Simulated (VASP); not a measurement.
# C11O in VASP: single point with PBE+D3(BJ)

Aim: the single point of C11O with PBE+D3(BJ).

Program: VASP 6.6.1. These are calculated values, not measurements. Logs are shortened: lines on timing, memory, paths and dates and some standing lists are left out, and cuts for length are marked.

## Step 1: The cell of the first run

The cell holds a slab with vacuum, 12 atoms: a = 3.647 Å, b = 4.269 Å, c = 23.581 Å, α = 90.00°, β = 90.00°, γ = 112.97°.

## Step 2: Single point, PBE+D3(BJ)

The input, INCAR:

```
PREC = Accurate
ENCUT = 520
EDIFF = 1E-6
ISMEAR = 0
SIGMA = 0.05
LREAL = False
LASPH = True
NELM = 60
ALGO = Normal
ISIF = 2
LWAVE = False
LCHARG = False
LDIPOL = True
IDIPOL = 3
DIPOL = 0.5 0.5 0.315
GGA = PE
IVDW = 12
NBANDS = 37
```

The input, KPOINTS:

```
Automatic mesh
0
Gamma
  8 7 1
```

The input, POSCAR:

```
C11O
1.0
    3.6473242347      0.0000000000      0.0000000000
   -1.6658829406      3.9310150970      0.0000000000
    0.0000000000      0.0000000000     23.5809581735
C O
11 1
Direct
    0.5001799340      0.3333933113      0.1696283913
    0.4998200660      0.6666066887      0.1696283913
    0.5001799340      0.8333933113      0.2218942371
    0.4998200660      0.1666066887      0.2218942371
    0.5000212339      0.3353169667      0.2741412245
    0.4999787661      0.6646830333      0.2741412245
    0.5001286265      0.8366480408      0.3266192407
    0.4998713735      0.1633519592      0.3266192407
    0.4997623712      0.3544335279      0.3744953071
    0.5002376288      0.6455664721      0.3744953071
    0.9997623712      1.1044335279      0.5504847631
    0.9997623712      1.1044335279      0.5017166006
```

Potentials or basis: VASP PAW PBE potentials, release 64 (C, O).

Launch:

```sh
cat potpaw_PBE.64/C/POTCAR potpaw_PBE.64/O/POTCAR > POTCAR
mpirun -np 1 vasp_std > vasp.out
```

OUTCAR:

```text
PREC = Accurate
   ENCUT = 520
   EDIFF = 1E-6
   ISMEAR = 0
   LREAL = False
   LASPH = True
   NELM = 60
   ISIF = 2
   GGA = PE
   IVDW = 12
 IVDW          = 12

 ion  position               nearest neighbor table
   1  0.500  0.333  0.170-   4 1.42   2 1.42
   2  0.500  0.667  0.170-   3 1.42   1 1.42
   3  0.500  0.833  0.222-   2 1.42   4 1.42   6 1.43
   4  0.500  0.167  0.222-   1 1.42   3 1.42   5 1.43
   5  0.500  0.335  0.274-   6 1.41   4 1.43   8 1.44
   6  0.500  0.665  0.274-   5 1.41   3 1.43   7 1.44
   7  0.500  0.837  0.327-  10 1.39   8 1.40   6 1.44
   8  0.500  0.163  0.327-   9 1.39   7 1.40   5 1.44
   9  0.500  0.354  0.374-  10 1.24   8 1.39
  10  0.500  0.646  0.374-   9 1.24   7 1.39
  11  1.000  0.104  0.550-  12 1.15
  12  1.000  0.104  0.502-  11 1.15

  LATTYP: Found a simple monoclinic cell.
 ALAT       =     3.6473242347
 B/A-ratio  =     6.4652760918
 C/A-ratio  =     1.1705653965
 COS(beta)  =    -0.3901884655

  Lattice vectors:

 A1 = (   3.6473242347,   0.0000000000,   0.0000000000)
 A2 = (   0.0000000000,   0.0000000000, -23.5809581735)
 A3 = (  -1.6658829406,   3.9310150970,   0.0000000000)

Analysis of symmetry for initial positions (statically):
=====================================================================
 Subroutine PRICEL returns:
 Original cell was already a primitive cell.

 Routine SETGRP: Setting up the symmetry group for a
 simple monoclinic supercell.

 Subroutine GETGRP returns: Found  1 space group operations
 (whereof  1 operations were pure point group operations)
 out of a pool of  4 trial point group operations.

The static configuration has the point symmetry C_1 .

Analysis of symmetry for dynamics (positions and initial velocities):
=====================================================================
 Subroutine PRICEL returns:
 Original cell was already a primitive cell.

 Routine SETGRP: Setting up the symmetry group for a
 simple monoclinic supercell.

 Subroutine GETGRP returns: Found  1 space group operations
 (whereof  1 operations were pure point group operations)
 out of a pool of  4 trial point group operations.

The dynamic configuration has the point symmetry C_1 .

 Subroutine INISYM returns: Found  1 space group operations
 (whereof  1 operations are pure point group operations),
 and found     1 'primitive' translations

----------------------------------------------------------------------------------------

                                     Primitive cell

  volume of cell :     338.0964

  direct lattice vectors                    reciprocal lattice vectors
     3.647324235  0.000000000  0.000000000     0.274173596  0.116189102  0.000000000
    -1.665882941  3.931015097  0.000000000     0.000000000  0.254387219  0.000000000
     0.000000000  0.000000000 23.580958174     0.000000000  0.000000000  0.042407098

  length of vectors
     3.647324235  4.269431539 23.580958174     0.297776876  0.254387219  0.042407098

  position of ions in fractional coordinates (direct lattice)
     0.500179934  0.333393311  0.169628391
     0.499820066  0.666606689  0.169628391
     0.500179934  0.833393311  0.221894237
     0.499820066  0.166606689  0.221894237
     0.500021234  0.335316967  0.274141224
     0.499978766  0.664683033  0.274141224
     0.500128627  0.836648041  0.326619241
     0.499871373  0.163351959  0.326619241
     0.499762371  0.354433528  0.374495307
     0.500237629  0.645566472  0.374495307
     0.999762371  0.104433528  0.550484763
     0.999762371  0.104433528  0.501716601

  ion indices of the primitive-cell ions
   primitive index   ion index
                 1           1
                 2           2
                 3           3
                 4           4
                 5           5
                 6           6
                 7           7
                 8           8
                 9           9
                10          10
                11          11
                12          12

----------------------------------------------------------------------------------------

 KPOINTS: Automatic mesh

Automatic generation of k-mesh.
 Grid dimensions read from file:
 generate k-points for:    8    7    1

 Generating k-lattice:

  Cartesian coordinates                     Fractional coordinates (reciprocal lattice)
     0.034271699  0.014523638  0.000000000     0.125000000  0.000000000  0.000000000
     0.000000000  0.036341031  0.000000000     0.000000000  0.142857143  0.000000000
     0.000000000  0.000000000  0.042407098     0.000000000  0.000000000  1.000000000

  Length of vectors
     0.037222110  0.036341031  0.042407098

  Shift w.r.t. Gamma in fractional coordinates (k-lattice)
     0.000000000  0.000000000  0.000000000

 Subroutine IBZKPT returns following result:
 ===========================================

 Found     29 irreducible k-points:

 Following reciprocal coordinates:
            Coordinates               Weight
  0.000000  0.000000  0.000000      1.000000
  0.125000  0.000000  0.000000      2.000000
  0.250000  0.000000  0.000000      2.000000
  0.375000  0.000000  0.000000      2.000000
  0.500000  0.000000  0.000000      1.000000
  0.000000  0.142857  0.000000      2.000000
[... 16 lines left out ...]
  0.125000  0.428571  0.000000      2.000000
  0.250000  0.428571  0.000000      2.000000
 [... further k-points ...]
   k-points           NKPTS =     29   k-points in BZ     NKDIM =     29   number of bands    NBANDS=     37
   number of dos      NEDOS =    301   number of ions     NIONS =     12
   total plane-waves  NPLWV = 161280
   dimension x,y,z NGX =    28 NGY =   32 NGZ =  180
   dimension x,y,z NGXF=    56 NGYF=   64 NGZF=  360
   ions per type =              11   1
   NGX,Y,Z   is equivalent  to a cutoff of  12.76, 12.46, 12.69 a.u.
   NGXF,Y,Z  is equivalent  to a cutoff of  25.52, 24.92, 25.38 a.u.
 SYSTEM =  unknown system
   PREC   = accura    normal or accurate (medium, high low for compatibility)
   ISTART =      0    job   : 0-new  1-cont  2-samecut
   ICHARG =      2    charge: 1-file 2-atom 10-const
   ISPIN  =      1    spin polarized calculation?
   LNONCOLLINEAR =      F non collinear calculations
   LSORBIT =      F    spin-orbit coupling
   LASPH  =      T    aspherical Exc in radial PAW
   ENCUT  =  520.0 eV  38.22 Ry    6.18 a.u.   6.78  7.94 43.84*2*pi/ulx,y,z
   NELM   =     60;   NELMIN=  2; NELMDL= -5     # of ELM steps
   EDIFF  = 0.1E-05   stopping-criterion for ELM
   LREAL  =      F    real-space projection
   EDIFFG = 0.1E-04   stopping-criterion for IOM
   NSW    =      0    number of steps for IOM
   IBRION =     -1    ionic relax: 0-MD 1-quasi-New 2-CG
   NFREE  =      0    steps in history (QN), initial steepest desc. (CG)
   ISIF   =      2    stress and relaxation
   ISYM   =      2    0-nonsym 1-usesym 2-fastsym
   POTIM  = 0.5000    time-step for ionic-motion
   TEBEG  =    0.0;   TEEND  =   0.0 temperature during run
   PSTRESS=    0.0 pullay stress
   NELECT =      50.0000    total number of electrons
   NUPDOWN=      -1.0000    fix difference up-down
   EMIN   =  10.00;   EMAX   =-10.00  energy-range for DOS
   EFERMI =   0.00;   METHOD = LEGACY
   ISMEAR =     0;   SIGMA  =   0.05  broadening in eV -4-tet -1-fermi 0-gaus
   EFERMI_NEDOS =   21; number of points for ismear=-14 and -15
   IALGO  =     38    algorithm
   IMIX   =      4    mixing-type and parameters
     AMIX     =   0.40;   BMIX     =  1.00
     AMIX_MAG =   1.60;   BMIX_MAG =  1.00
  volume/ion in A,a.u.               =      28.17       190.13
  Fermi-wavevector in a.u.,A,eV,Ry     =   0.865734  1.636001 10.197512  0.749496
  Thomas-Fermi vector in A             =   1.984021
   LORBIT       =      0    0 simple, 1 ext, 2 COOP (PROOUT), +10 PAW based schemes
   GGA     = PE    functional components
   LHFCALC =     F    Hartree Fock is set to
   AEXX    =    0.0000 exact exchange contribution
   IVDW    =    12    specifies the selected vdW correction
   LEPSILON=     F    determine dielectric tensor
   LRPA    =     F    only Hartree local field effects (RPA)
 non-spin polarized calculation
 Gauss-broadening in eV      SIGMA  =   0.05
  energy-cutoff  :      520.00
  volume of cell :      338.10
 maximum number of plane-waves:      9142
   NGX = 13   NGY = 15   NGZ = 87

 dipolmoment           0.000000      0.000000      0.013423 electrons x Angstroem

 number of electron      49.9999998 magnetization

 dipolmoment           0.000000      0.000000     -0.054857 electrons x Angstroem

 Free energy of the ion-electron system (eV)
  ---------------------------------------------------
  ext. energy  EPLUGINS =         0.00000000
  ---------------------------------------------------
  free energy    TOTEN  =       -97.29727422 eV

  energy without entropy =      -97.29409717  energy(sigma->0) =      -97.29568570

 E-fermi :  -2.9101     XC(G=0):  -4.3451

 val. band max:       -2.9101598335   @ k =  -0.1250   0.4286   0.0000
 cond. band min:      -2.8477277915   @ k =  -0.2500   0.4286   0.0000
 fundamental gap:      0.0624320420
 Fermi energy:        -2.9101310573

 k-point     1 :       0.0000    0.0000    0.0000
  band No.  band energies     occupation
      1     -26.8156      2.00000
      2     -21.6291      2.00000
      3     -19.7817      2.00000
      4     -17.0727      2.00000
      5     -16.2101      2.00000
      6     -15.6076      2.00000
[... 29 lines left out ...]
     36       3.2443      0.00000
     37       4.0950      0.00000
[... 918 lines left out ...]
     36       5.2010      0.00000
     37       5.3988      0.00000

 [... further k-points ...]

------------------------ aborting loop because EDIFF is reached ----------------------------------------

 vacuum level on the upper side and lower side of the slab       (xc-potential included)        -0.345         0.332

 Edisp (eV)   -1.28292

 E8    (eV) :    -0.3749

  FORCE on cell =-STRESS in cart. coord.  units (eV):
  Direction    XX          YY          ZZ          XY          YZ          ZX
  --------------------------------------------------------------------------------------
  -------------------------------------------------------------------------------------
  Total       0.06402    -1.48765    -3.54961     0.61759    -0.02333    -0.02464
  in kB       0.30339    -7.04970   -16.82097     2.92664    -0.11057    -0.11679
  external pressure =       -7.86 kB  Pullay stress =        0.00 kB

 VOLUME and BASIS-vectors are now :
 -----------------------------------------------------------------------------
  energy-cutoff  :      520.00
  volume of cell :      338.10
      direct lattice vectors                 reciprocal lattice vectors
     3.647324235  0.000000000  0.000000000     0.274173596  0.116189102  0.000000000
    -1.665882941  3.931015097  0.000000000     0.000000000  0.254387219  0.000000000
     0.000000000  0.000000000 23.580958174     0.000000000  0.000000000  0.042407098

 POSITION                                       TOTAL-FORCE (eV/Angst)
 -----------------------------------------------------------------------------------
      1.26892      1.31057      4.00000        -2.625351      6.140606      1.135598
      0.71252      2.62044      4.00000         2.625498     -6.140317      1.135363
      0.43598      3.27608      5.23248        -0.161795      0.381288     -1.175119
      1.54546      0.65493      5.23248         0.161585     -0.382271     -1.175162
      1.26514      1.31814      6.46451         0.005626     -0.005466      0.001921
      0.71630      2.61288      6.46451        -0.007226      0.007747      0.001040
      0.43037      3.28888      7.70199        -0.002201      0.017800      0.012554
      1.55107      0.64214      7.70199         0.006535     -0.022241      0.019182
      1.23235      1.39328      8.83096         0.034863     -0.047508      0.019922
      0.74909      2.53773      8.83096        -0.029088      0.059875      0.039451
      3.47248      0.41053     12.98096         0.001152      0.001282     -0.724354
      3.47248      0.41053     11.83096        -0.009600     -0.010796      0.709604
 -----------------------------------------------------------------------------------
    total drift:                               -0.000119     -0.000436     -0.000717

  FREE ENERGIE OF THE ION-ELECTRON SYSTEM (eV)
  ---------------------------------------------------
  free  energy   TOTEN  =       -98.5801901101 eV

  energy  without entropy=      -98.5770130686  energy(sigma->0) =      -98.57860159

 vacuum level on the upper side and lower side of the slab         2.930         3.623
```

Run time: 15 min. Hardware: 1 thread of AMD EPYC 7R43 (Zen 3), shared host; peak memory 0.49 GiB.

What came out:

- Free energy: -98.5802 eV
- Largest force: 6.774 eV/Å
- Band gap on the k mesh: zero (bands 25 and 26 overlap by 0.73 eV)
- Dispersion energy per atom: -0.107 eV

Forces on the atoms (eV/Å):
```
C   -2.625  6.141  1.136
C    2.625 -6.140  1.135
C   -0.162  0.381 -1.175
C    0.162 -0.382 -1.175
C    0.006 -0.005  0.002
C   -0.007  0.008  0.001
C   -0.002  0.018  0.013
C    0.007 -0.022  0.019
C    0.035 -0.048  0.020
C   -0.029  0.060  0.039
C    0.001  0.001 -0.724
O   -0.010 -0.011  0.710
```

The gap in the log of VASP goes by the Fermi energy; the results here count the filled bands.